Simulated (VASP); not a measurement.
# Ti (Fm-3m) in VASP: further runs

Ti is run at these levels: LDA; tasks: single point.

All numbers are computed with VASP 6.6.1; they aren't measurements. Logs are shortened: lines on timing, memory, paths and dates and some standing lists are left out, and cuts for length are marked.

## (1) The cell of the first run

The structure is cubic, space group Fm-3m (No. 225). The conventional cell has a = 4.060 Å, b = 4.060 Å, c = 4.060 Å, α = 90.00°, β = 90.00°, γ = 90.00°. Within 3.8 Å of Ti (site symmetry m-3m) lie 12 Ti at 2.87 Å.

## (2) Single point, LDA

Input file INCAR:

```
ALGO = Normal ; EDIFF = 1E-6
ENCUT = 520 ; GGA = CA
ISIF = 2 ; ISMEAR = 1
LASPH = True ; LCHARG = False
LREAL = False ; LWAVE = False
NBANDS = 12 ; NELM = 80
PREC = Accurate ; SIGMA = 0.15
```

Input file KPOINTS:

```
k-points
0
Gamma
  12 12 12
```

Input file POSCAR:

```
Ti
1.0
    0.0000000000      2.0300000000      2.0300000000
    2.0300000000      0.0000000000      2.0300000000
    2.0300000000      2.0300000000      0.0000000000
Ti
1
Direct
    0.0000000000      0.0000000000      0.0000000000
```

Potentials or basis: VASP PAW LDA potentials, release 64 (Ti_sv).

Launch:

```sh
$ cat potpaw_LDA.64/Ti_sv/POTCAR > POTCAR
$ mpirun -np 1 vasp_std > vasp.out
```

OUTCAR:

```text
EDIFF = 1E-6
   ENCUT = 520
   GGA = CA
   ISIF = 2
   ISMEAR = 1
   LASPH = True
   LREAL = False
   NELM = 80
   PREC = Accurate

 ion  position               nearest neighbor table
   1  0.000  0.000  0.000-

  LATTYP: Found a face centered cubic cell.
 ALAT       =     4.0600000000

  Lattice vectors:

 A1 = (   0.0000000000,   2.0300000000,   2.0300000000)
 A2 = (   2.0300000000,   0.0000000000,   2.0300000000)
 A3 = (   2.0300000000,   2.0300000000,   0.0000000000)

Analysis of symmetry for initial positions (statically):
=====================================================================
 Subroutine PRICEL returns:
 Original cell was already a primitive cell.

 Routine SETGRP: Setting up the symmetry group for a
 face centered cubic supercell.

 Subroutine GETGRP returns: Found 48 space group operations
 (whereof 48 operations were pure point group operations)
 out of a pool of 48 trial point group operations.

The static configuration has the point symmetry O_h .

Analysis of symmetry for dynamics (positions and initial velocities):
=====================================================================
 Subroutine PRICEL returns:
 Original cell was already a primitive cell.

 Routine SETGRP: Setting up the symmetry group for a
 face centered cubic supercell.

 Subroutine GETGRP returns: Found 48 space group operations
 (whereof 48 operations were pure point group operations)
 out of a pool of 48 trial point group operations.

The dynamic configuration has the point symmetry O_h .

 Subroutine INISYM returns: Found 48 space group operations
 (whereof 48 operations are pure point group operations),
 and found     1 'primitive' translations

----------------------------------------------------------------------------------------

                                     Primitive cell

  volume of cell :      16.7309

  direct lattice vectors                    reciprocal lattice vectors
     0.000000000  2.030000000  2.030000000    -0.246305419  0.246305419  0.246305419
     2.030000000  0.000000000  2.030000000     0.246305419 -0.246305419  0.246305419
     2.030000000  2.030000000  0.000000000     0.246305419  0.246305419 -0.246305419

  length of vectors
     2.870853532  2.870853532  2.870853532     0.426613499  0.426613499  0.426613499

  position of ions in fractional coordinates (direct lattice)
     0.000000000  0.000000000  0.000000000

  ion indices of the primitive-cell ions
   primitive index   ion index
                 1           1

----------------------------------------------------------------------------------------

 KPOINTS: k-points

Automatic generation of k-mesh.
 Grid dimensions read from file:
 generate k-points for:   12   12   12

 Generating k-lattice:

  Cartesian coordinates                     Fractional coordinates (reciprocal lattice)
    -0.020525452  0.020525452  0.020525452     0.083333333  0.000000000  0.000000000
     0.020525452 -0.020525452  0.020525452     0.000000000  0.083333333  0.000000000
     0.020525452  0.020525452 -0.020525452     0.000000000  0.000000000  0.083333333

  Length of vectors
     0.035551125  0.035551125  0.035551125

  Shift w.r.t. Gamma in fractional coordinates (k-lattice)
     0.000000000  0.000000000  0.000000000

 Subroutine IBZKPT returns following result:
 ===========================================

 Found     72 irreducible k-points:

 Following reciprocal coordinates:
            Coordinates               Weight
  0.000000  0.000000  0.000000      1.000000
  0.083333  0.000000  0.000000      8.000000
  0.166667  0.000000  0.000000      8.000000
  0.250000  0.000000  0.000000      8.000000
  0.333333  0.000000  0.000000      8.000000
  0.416667  0.000000  0.000000      8.000000
[... 16 lines left out ...]
  0.500000  0.166667  0.000000     24.000000
 -0.416667  0.166667  0.000000     24.000000
 [... further k-points ...]
   k-points           NKPTS =     72   k-points in BZ     NKDIM =     72   number of bands    NBANDS=     12
   number of dos      NEDOS =    301   number of ions     NIONS =      1
   total plane-waves  NPLWV =  13824
   dimension x,y,z NGX =    24 NGY =   24 NGZ =   24
   dimension x,y,z NGXF=    48 NGYF=   48 NGZF=   48
   ions per type =               1
   NGX,Y,Z   is equivalent  to a cutoff of  13.90, 13.90, 13.90 a.u.
   NGXF,Y,Z  is equivalent  to a cutoff of  27.80, 27.80, 27.80 a.u.
 SYSTEM =  unknown system
   PREC   = accura    normal or accurate (medium, high low for compatibility)
   ISTART =      0    job   : 0-new  1-cont  2-samecut
   ICHARG =      2    charge: 1-file 2-atom 10-const
   ISPIN  =      1    spin polarized calculation?
   LNONCOLLINEAR =      F non collinear calculations
   LSORBIT =      F    spin-orbit coupling
   LASPH  =      T    aspherical Exc in radial PAW
   ENCUT  =  520.0 eV  38.22 Ry    6.18 a.u.   5.34  5.34  5.34*2*pi/ulx,y,z
   NELM   =     80;   NELMIN=  2; NELMDL= -5     # of ELM steps
   EDIFF  = 0.1E-05   stopping-criterion for ELM
   LREAL  =      F    real-space projection
   EDIFFG = 0.1E-04   stopping-criterion for IOM
   NSW    =      0    number of steps for IOM
   IBRION =     -1    ionic relax: 0-MD 1-quasi-New 2-CG
   NFREE  =      0    steps in history (QN), initial steepest desc. (CG)
   ISIF   =      2    stress and relaxation
   ISYM   =      2    0-nonsym 1-usesym 2-fastsym
   POTIM  = 0.5000    time-step for ionic-motion
   TEBEG  =    0.0;   TEEND  =   0.0 temperature during run
   PSTRESS=    0.0 pullay stress
   NELECT =      12.0000    total number of electrons
   NUPDOWN=      -1.0000    fix difference up-down
   EMIN   =  10.00;   EMAX   =-10.00  energy-range for DOS
   EFERMI =   0.00;   METHOD = LEGACY
   ISMEAR =     1;   SIGMA  =   0.15  broadening in eV -4-tet -1-fermi 0-gaus
   EFERMI_NEDOS =   21; number of points for ismear=-14 and -15
   IALGO  =     38    algorithm
   IMIX   =      4    mixing-type and parameters
     AMIX     =   0.40;   BMIX     =  1.00
     AMIX_MAG =   1.60;   BMIX_MAG =  1.00
  volume/ion in A,a.u.               =      16.73       112.91
  Fermi-wavevector in a.u.,A,eV,Ry     =   1.465421  2.769245 29.217967  2.147460
  Thomas-Fermi vector in A             =   2.581280
   LORBIT       =      0    0 simple, 1 ext, 2 COOP (PROOUT), +10 PAW based schemes
   GGA     = CA    functional components
   LHFCALC =     F    Hartree Fock is set to
   AEXX    =    0.0000 exact exchange contribution
   IVDW    =     0    specifies the selected vdW correction
   LEPSILON=     F    determine dielectric tensor
   LRPA    =     F    only Hartree local field effects (RPA)
 non-spin polarized calculation
 Methfessel and Paxton  Order N= 1 SIGMA  =   0.15
  energy-cutoff  :      520.00
  volume of cell :       16.73
 maximum number of plane-waves:       464
 NGX is ok and might be reduce to    24
   NGX = 11   NGY = 11   NGZ = 11

 number of electron      12.0000002 magnetization

 Free energy of the ion-electron system (eV)
  ---------------------------------------------------
  ext. energy  EPLUGINS =         0.00000000
  ---------------------------------------------------
  free energy    TOTEN  =        -8.48659174 eV

  energy without entropy =       -8.48387538  energy(sigma->0) =       -8.48568628

 E-fermi :   8.3923     XC(G=0): -11.9643

 val. band max:        8.3912635983   @ k =   0.2500   0.0833   0.0000
 cond. band min:       8.3930354840   @ k =   0.5000   0.3333   0.1667
 fundamental gap:      0.0017718857
 Fermi energy:         8.3923392490

 k-point     1 :       0.0000    0.0000    0.0000
  band No.  band energies     occupation
      1     -47.5733      2.00000
      2     -23.7550      2.00000
      3     -23.7550      2.00000
      4     -23.7550      2.00000
      5       2.2829      2.00000
      6       9.2520     -0.00000
      7       9.2520     -0.00000
      8       9.2520     -0.00000
      9      10.9431     -0.00000
     10      10.9431     -0.00000
     11      23.9389      0.00000
     12      28.5146      0.00000

 k-point     2 :       0.0833    0.0000    0.0000
  band No.  band energies     occupation
      1     -47.5633      2.00000
      2     -23.8092      2.00000
      3     -23.7617      2.00000
      4     -23.7617      2.00000
      5       2.5151      2.00000
      6       9.1109     -0.00000
      7       9.3352     -0.00000
      8       9.3352     -0.00000
      9      10.8907     -0.00000
     10      10.8907     -0.00000
     11      24.1309      0.00000
     12      26.9705      0.00000

 k-point     3 :       0.1667    0.0000    0.0000
  band No.  band energies     occupation
      1     -47.5361      2.00000
      2     -23.9559      2.00000
      3     -23.7800      2.00000
      4     -23.7800      2.00000
      5       3.1718      2.00000
      6       8.7733     -0.00193
      7       9.4996     -0.00000
      8       9.4996     -0.00000
      9      10.8351     -0.00000
     10      10.8351     -0.00000
     11      23.8908      0.00000
     12      25.1425      0.00000
[... 286 lines left out ...]
 k-point    23 :       0.5000    0.1667    0.0000
  band No.  band energies     occupation
      1     -47.4107      2.00000
      2     -24.4535      2.00000
      3     -23.9703      2.00000
      4     -23.8979      2.00000
      5       6.2854      2.00000
      6       7.9092      2.00005
      7       8.9001     -0.00002
      8       9.7145     -0.00000
      9      12.1444      0.00000
     10      13.1163      0.00000
     11      17.2372      0.00000
     12      23.0676      0.00000

 k-point    24 :      -0.4167    0.1667    0.0000
  band No.  band energies     occupation
      1     -47.4082      2.00000
      2     -24.4603      2.00000
      3     -23.9959      2.00000
      4     -23.8821      2.00000
      5       6.3724      2.00000
      6       8.0228      2.00272
      7       8.9006     -0.00002
      8       9.6410     -0.00000
      9      11.8665      0.00000
     10      13.5084      0.00000
     11      16.9765      0.00000
     12      22.6639      0.00000

 [... further k-points ...]

------------------------ aborting loop because EDIFF is reached ----------------------------------------

  FORCE on cell =-STRESS in cart. coord.  units (eV):
  Direction    XX          YY          ZZ          XY          YZ          ZX
  --------------------------------------------------------------------------------------
  -------------------------------------------------------------------------------------
  Total       -0.5321223     -0.5321223     -0.5321223      0.0000000     -0.0000000      0.0000000
  in kB      -50.9570103    -50.9570103    -50.9570103      0.0000000     -0.0000000      0.0000000
  external PRESSURE =     -50.9570103 kB  Pullay stress =       0.0000000 kB

 VOLUME and BASIS-vectors are now :
 -----------------------------------------------------------------------------
  energy-cutoff  :      520.00
  volume of cell :       16.73
      direct lattice vectors                 reciprocal lattice vectors
     0.000000000  2.030000000  2.030000000    -0.246305419  0.246305419  0.246305419
     2.030000000  0.000000000  2.030000000     0.246305419 -0.246305419  0.246305419
     2.030000000  2.030000000  0.000000000     0.246305419  0.246305419 -0.246305419

 POSITION                                       TOTAL-FORCE (eV/Angst)
 -----------------------------------------------------------------------------------
      0.00000      0.00000      0.00000         0.000000      0.000000     -0.000000
 -----------------------------------------------------------------------------------
    total drift:                                0.000000      0.000000      0.000000

  FREE ENERGIE OF THE ION-ELECTRON SYSTEM (eV)
  ---------------------------------------------------
  free  energy   TOTEN  =        -8.4865917371 eV

  energy  without entropy=       -8.4838753803  energy(sigma->0) =       -8.48568628
```

It took 4.4 s on 1 thread of Intel Xeon 6975P-C (Granite Rapids), shared host; peak memory 0.13 GiB.

Results:

```
Free energy            : -8.4866 eV
Pressure               : -5.1 GPa
Band gap on the k mesh : zero (band 6 reaches 9.25 eV, above the bottom of band 7 at 8.00 eV)
```

Levels at points of the mesh, in eV from the Fermi level:
| k point | band 3 | band 4 | band 5 | band 6 | band 7 | band 8 | band 9 | band 10 |
| --- | --- | --- | --- | --- | --- | --- | --- | --- |
| (0.00, 0.00, 0.00) | -32.15 | -32.15 | -6.11 | 0.86 | 0.86 | 0.86 | 2.55 | 2.55 |
| (0.50, 0.00, 0.00) | -32.25 | -32.25 | -2.68 | 0.72 | 0.72 | 0.83 | 3.71 | 3.71 |
| (0.50, 0.50, 0.00) | -32.42 | -32.42 | -2.72 | -1.84 | 3.08 | 3.68 | 4.02 | 4.02 |

## (3) Single point, LDA

Input file INCAR:

```
  PREC = Accurate
  ENCUT = 520
  EDIFF = 1E-6
  ISMEAR = 1
  SIGMA = 0.15
  LREAL = False
  LASPH = True
  NELM = 60
  ALGO = Normal
  ISIF = 2
  LWAVE = False
  LCHARG = False
  NBANDS = 12
```

Input file KPOINTS:

```
regular mesh
0
Gamma
  12 12 12
```

POSCAR is that of step 2.

Potentials or basis: VASP PAW LDA potentials, release 64 (Ti_sv).

Launch:

```sh
$ cat potpaw_LDA.64/Ti_sv/POTCAR > POTCAR
$ mpirun -np 1 vasp_std > vasp.out
```

Wall time 4.3 s (1 thread of Intel Xeon 6975P-C (Granite Rapids), shared host); peak memory 0.13 GiB.

It converged, with:

```yaml
Free_energy: -8.4866 eV
Pressure: -5.1 GPa
Band_gap_on_the_k_mesh: zero (band 6 reaches 9.25 eV, above the bottom of band 7 at 8.00 eV)
```

Levels at points of the mesh, in eV from the Fermi level:
```tsv
k point	band 4	band 5	band 6	band 7	band 8	band 9
(0.00, 0.00, 0.00)	-32.15	-6.11	0.86	0.86	0.86	2.55
(0.50, 0.00, 0.00)	-32.25	-2.68	0.72	0.72	0.83	3.71
(0.50, 0.50, 0.00)	-32.42	-2.72	-1.84	3.08	3.68	4.02
```
